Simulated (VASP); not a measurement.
Input of a VASP 6.6.1 run:

File INCAR:

```
  ALGO = Fast
  EDIFF = 1E-6
  EDIFFG = -0.01
  ENCUT = 600
  GGA = PE
  IBRION = 2
  ISIF = 3
  ISMEAR = 0
  LASPH = T
  LCHARG = F
  LREAL = F
  LWAVE = F
  NELM = 60
  NSW = 100
  PREC = Accurate
  SIGMA = 0.1
```

KPOINTS

```
k-points
0
Gamma
  8 8 8
```

File POSCAR:

```
Be2Cd
1.0
    4.8081207431      0.0000000000      0.0000000000
    0.0000000000      4.8081207431      0.0000000000
    0.0000000000      0.0000000000      4.4362636325
Be Cd
4 2
Direct
    0.3483863735      0.3483863735      0.0000000000
    0.1516136265      0.8483863735      0.5000000000
    0.6516136265      0.6516136265      0.0000000000
    0.8483863735      0.1516136265      0.5000000000
    0.0000000000      0.0000000000      0.0000000000
    0.5000000000      0.5000000000      0.5000000000
```

Potentials or basis: VASP PAW PBE potentials, release 64 (Be, Cd).

The run is started by

```bash
$ cat potpaw_PBE.64/Be/POTCAR potpaw_PBE.64/Cd/POTCAR > POTCAR
$ mpirun -np 1 vasp_std > vasp.out
```

Predict the relaxed cell.

a = 4.803 Å, b = 4.803 Å, c = 4.442 Å, α = 90.00°, β = 90.00°, γ = 90.00°.

Predict the band gap on the k mesh.

zero (bands 16 and 17 overlap by 2.92 eV).

Predict the relaxed volume.

17.08 Å³/atom.

Predict the space group after relaxing (to 0.1 Å).

P4_2/mnm (No. 136).

Step by step:
| step | energy change (eV) | largest force (eV/Å) | pressure (GPa) | volume (Å³) |
| --- | --- | --- | --- | --- |
| 1 | 0.0000 | 0.0521 | -0.05 | 102.56 |
| 2 | -0.0005 | 0.0102 | -0.03 | 102.48 |
| 3 | -0.0005 | 0.0077 | -0.05 | 102.47 |
